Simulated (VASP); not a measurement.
# Cd3In3O2 (P4mm) in VASP: single point with PBE

Aim: the single point of Cd3In3O2 with PBE.

Everything below comes from runs of VASP 6.6.1. Logs are shortened: lines on timing, memory, paths and dates and some standing lists are left out, and cuts for length are marked.

## Step 1: The cell of the first run

The structure is tetragonal, space group P4mm (No. 99). The conventional cell has a = 4.443 Å, b = 4.443 Å, c = 10.787 Å, α = 90.00°, β = 90.00°, γ = 90.00°. Cd (site symmetry 4mm) has 4 O at 2.39 Å and 1 Cd at 2.77 Å and 4 In at 3.15 Å within 3.2 Å. Within 3.7 Å of Cd (site symmetry 4mm) lie 2 Cd at 2.77 to 2.79 Å. Within 3.7 Å of Cd (site symmetry 4mm) lie 1 Cd at 2.79 Å and 4 In at 3.11 Å. In (site symmetry 2mm) has 1 O at 2.16 Å within 2.9 Å. In (site symmetry 4mm) has 4 O at 2.47 Å and 4 Cd at 3.15 Å within 3.3 Å. Within 2.9 Å of O (site symmetry 2mm) lie 3 In at 2.16 to 2.47 Å and 2 Cd at 2.39 Å.

The cell was generated, and may not be a known phase.

## Step 2: Single point, PBE

File INCAR:

```
PREC = Accurate
ENCUT = 520
EDIFF = 1E-6
ISMEAR = 0
SIGMA = 0.2
LREAL = False
LASPH = True
NELM = 100
ALGO = Fast
ISIF = 2
LWAVE = False
LCHARG = False
GGA = PE
NBANDS = 54
```

File KPOINTS:

```
regular mesh
0
Gamma
  4 4 2
```

File POSCAR:

```
Cd3In3O2
1.0
    4.4433565682      0.0000000000      0.0000000000
    0.0000000000      4.4433565682      0.0000000000
    0.0000000000      0.0000000000     10.7866001682
Cd In O
3 3 2
Direct
    0.0000000000      0.0000000000      0.2203457511
    0.0000000000      0.0000000000      0.4774827421
    0.0000000000      0.0000000000      0.7362585716
    0.5000000000      0.0000000000      0.9379722499
    0.0000000000      0.5000000000      0.9379722499
    0.5000000000      0.5000000000      0.2375145741
    0.5000000000      0.0000000000      0.1380568706
    0.0000000000      0.5000000000      0.1380568706
```

Potentials or basis: VASP PAW PBE potentials, release 64 (Cd, In_d, O).

Run with:

```sh
> cat potpaw_PBE.64/Cd/POTCAR potpaw_PBE.64/In_d/POTCAR potpaw_PBE.64/O/POTCAR > POTCAR
> mpirun -np 1 vasp_std > vasp.out
```

OUTCAR:

```text
PREC = Accurate
   ENCUT = 520
   EDIFF = 1E-6
   ISMEAR = 0
   LREAL = False
   LASPH = True
   NELM = 100
   ISIF = 2
   GGA = PE

 ion  position               nearest neighbor table
   1  0.000  0.000  0.220-   7 2.39   8 2.39   8 2.39   7 2.39   2 2.77   6 3.15   6 3.15   6 3.15
                             6 3.15   4 3.77   5 3.77   5 3.77   4 3.77
   2  0.000  0.000  0.477-   1 2.77   3 2.79
   3  0.000  0.000  0.736-   2 2.79   4 3.11   5 3.11   5 3.11   4 3.11
   4  0.500  0.000  0.938-   7 2.16   3 3.11   3 3.11   5 3.14   5 3.14   5 3.14   5 3.14   1 3.77
                             1 3.77   6 3.92   6 3.92
   5  0.000  0.500  0.938-   8 2.16   3 3.11   3 3.11   4 3.14   4 3.14   4 3.14   4 3.14   1 3.77
                             1 3.77   6 3.92   6 3.92
   6  0.500  0.500  0.238-   7 2.47   8 2.47   7 2.47   8 2.47   1 3.15   1 3.15   1 3.15   1 3.15
                             4 3.92   5 3.92   4 3.92   5 3.92
   7  0.500  0.000  0.138-   4 2.16   1 2.39   1 2.39   6 2.47   6 2.47
   8  0.000  0.500  0.138-   5 2.16   1 2.39   1 2.39   6 2.47   6 2.47

  LATTYP: Found a simple tetragonal cell.
 ALAT       =     4.4433565682
 C/A-ratio  =     2.4275792416

  Lattice vectors:

 A1 = (   4.4433565682,   0.0000000000,   0.0000000000)
 A2 = (   0.0000000000,   4.4433565682,   0.0000000000)
 A3 = (   0.0000000000,   0.0000000000,  10.7866001682)

Analysis of symmetry for initial positions (statically):
=====================================================================
 Subroutine PRICEL returns:
 Original cell was already a primitive cell.

 Routine SETGRP: Setting up the symmetry group for a
 simple tetragonal supercell.

 Subroutine GETGRP returns: Found  8 space group operations
 (whereof  8 operations were pure point group operations)
 out of a pool of 16 trial point group operations.

The static configuration has the point symmetry C_4v.

Analysis of symmetry for dynamics (positions and initial velocities):
=====================================================================
 Subroutine PRICEL returns:
 Original cell was already a primitive cell.

 Routine SETGRP: Setting up the symmetry group for a
 simple tetragonal supercell.

 Subroutine GETGRP returns: Found  8 space group operations
 (whereof  8 operations were pure point group operations)
 out of a pool of 16 trial point group operations.

[... 96 lines left out ...]
   LASPH  =      T    aspherical Exc in radial PAW
   ENCUT  =  520.0 eV  38.22 Ry    6.18 a.u.   8.26  8.26 20.06*2*pi/ulx,y,z
   NELM   =    100;   NELMIN=  2; NELMDL= -5     # of ELM steps
   EDIFF  = 0.1E-05   stopping-criterion for ELM
   LREAL  =      F    real-space projection
[... 7 lines left out ...]
   TEBEG  =    0.0;   TEEND  =   0.0 temperature during run
   PSTRESS=    0.0 pullay stress
   NELECT =      87.0000    total number of electrons
   NUPDOWN=      -1.0000    fix difference up-down
   EMIN   =  10.00;   EMAX   =-10.00  energy-range for DOS
   EFERMI =   0.00;   METHOD = LEGACY
   ISMEAR =     0;   SIGMA  =   0.20  broadening in eV -4-tet -1-fermi 0-gaus
   EFERMI_NEDOS =   21; number of points for ismear=-14 and -15
   IALGO  =     68    algorithm
   IMIX   =      4    mixing-type and parameters
     AMIX     =   0.40;   BMIX     =  1.00
     AMIX_MAG =   1.60;   BMIX_MAG =  1.00
  volume/ion in A,a.u.               =      26.62       179.64
  Fermi-wavevector in a.u.,A,eV,Ry     =   1.214728  2.295503 20.076260  1.475563
  Thomas-Fermi vector in A             =   2.350138
   LORBIT       =      0    0 simple, 1 ext, 2 COOP (PROOUT), +10 PAW based schemes
   GGA     = PE    functional components
   LHFCALC =     F    Hartree Fock is set to
   AEXX    =    0.0000 exact exchange contribution
   IVDW    =     0    specifies the selected vdW correction
   LEPSILON=     F    determine dielectric tensor
   LRPA    =     F    only Hartree local field effects (RPA)
 non-spin polarized calculation
 RMM-DIIS sequential band-by-band and
 Gauss-broadening in eV      SIGMA  =   0.20
  energy-cutoff  :      520.00
  volume of cell :      212.96
 maximum number of plane-waves:      5760
 NGX is ok and might be reduce to    36
   NGX = 17   NGY = 17   NGZ = 41

 number of electron      86.9999996 magnetization

 Free energy of the ion-electron system (eV)
  ---------------------------------------------------
  ext. energy  EPLUGINS =         0.00000000
  ---------------------------------------------------
  free energy    TOTEN  =       -22.69879032 eV

  energy without entropy =      -22.63335710  energy(sigma->0) =      -22.66607371

 E-fermi :   2.7927     XC(G=0):  -8.8510

 val. band max:        2.7789392209   @ k =   0.0000   0.0000   0.0000
 cond. band min:       2.8195512726   @ k =   0.2500   0.2500   0.0000
 fundamental gap:      0.0406120518
 Fermi energy:         2.7927045693

 k-point     1 :       0.0000    0.0000    0.0000
  band No.  band energies     occupation
      1     -15.6679      2.00000
      2     -15.1943      2.00000
      3     -12.1775      2.00000
      4     -12.0111      2.00000
      5     -11.7994      2.00000
      6     -11.7994      2.00000
[... 673 lines left out ...]
     53       7.1889      0.00000
     54       7.6711      0.00000

------------------------ aborting loop because EDIFF is reached ----------------------------------------

  FORCE on cell =-STRESS in cart. coord.  units (eV):
  Direction    XX          YY          ZZ          XY          YZ          ZX
  --------------------------------------------------------------------------------------
  -------------------------------------------------------------------------------------
  Total        0.1077468      0.1077468      0.5597470      0.0000000      0.0000000      0.0000000
  in kB        0.8106027      0.8106027      4.2110987      0.0000000      0.0000000      0.0000000
  external PRESSURE =       1.9441013 kB  Pullay stress =       0.0000000 kB

 VOLUME and BASIS-vectors are now :
 -----------------------------------------------------------------------------
  energy-cutoff  :      520.00
  volume of cell :      212.96
      direct lattice vectors                 reciprocal lattice vectors
     4.443356568  0.000000000  0.000000000     0.225055087  0.000000000  0.000000000
     0.000000000  4.443356568  0.000000000     0.000000000  0.225055087  0.000000000
     0.000000000  0.000000000 10.786600168     0.000000000  0.000000000  0.092707617

 POSITION                                       TOTAL-FORCE (eV/Angst)
 -----------------------------------------------------------------------------------
      0.00000      0.00000      2.37678         0.000000      0.000000      0.012588
      0.00000      0.00000      5.15042         0.000000      0.000000      0.001075
      0.00000      0.00000      7.94173         0.000000      0.000000     -0.004178
      2.22168      0.00000     10.11753         0.000000      0.000000     -0.050716
      0.00000      2.22168     10.11753         0.000000     -0.000000     -0.050716
      2.22168      2.22168      2.56197         0.000000      0.000000      0.006741
      2.22168      0.00000      1.48916         0.000000      0.000000      0.042603
      0.00000      2.22168      1.48916         0.000000     -0.000000      0.042603
 -----------------------------------------------------------------------------------
    total drift:                                0.000000     -0.000000      0.002109

  FREE ENERGIE OF THE ION-ELECTRON SYSTEM (eV)
  ---------------------------------------------------
  free  energy   TOTEN  =       -22.6987903165 eV

  energy  without entropy=      -22.6333570999  energy(sigma->0) =      -22.66607371
```

stdout:

```text
POSCAR found type information on POSCAR CdInO
 POSCAR found :  3 types and       8 ions
 scaLAPACK will be used
 LDA part: xc-table for (Slater+PW92), standard interpolation
 POSCAR, INCAR and KPOINTS ok, starting setup
 FFT: planning ... GRIDC
 FFT: planning ... GRID_SOFT
 FFT: planning ... GRID
 WAVECAR not read
 entering main loop
```

Run time: 6.2 min. Hardware: 1 thread of Oxide Virtual Turin-like, shared host; peak memory 0.34 GiB.

Results:

| Item | Value |
| --- | --- |
| Free energy | -22.6988 eV |
| Pressure | 0.2 GPa |
| Largest force | 0.051 eV/Å |
| Band gap on the k mesh | zero (an odd number of electrons rules out a gap without spin polarisation) |

Forces on the atoms (eV/Å):
```
Cd   0.000  0.000  0.013
Cd   0.000  0.000  0.001
Cd   0.000  0.000 -0.004
In   0.000  0.000 -0.051
In   0.000  0.000 -0.051
In   0.000  0.000  0.007
O    0.000  0.000  0.043
O    0.000  0.000  0.043
```

Caveat: spin-orbit coupling is left out, which moves the levels of the heavy elements; an odd number of electrons without spin polarisation forces a metal; a magnetic or distorted state may lie lower.

The gap in the log of VASP goes by the Fermi energy; the results here count the filled bands.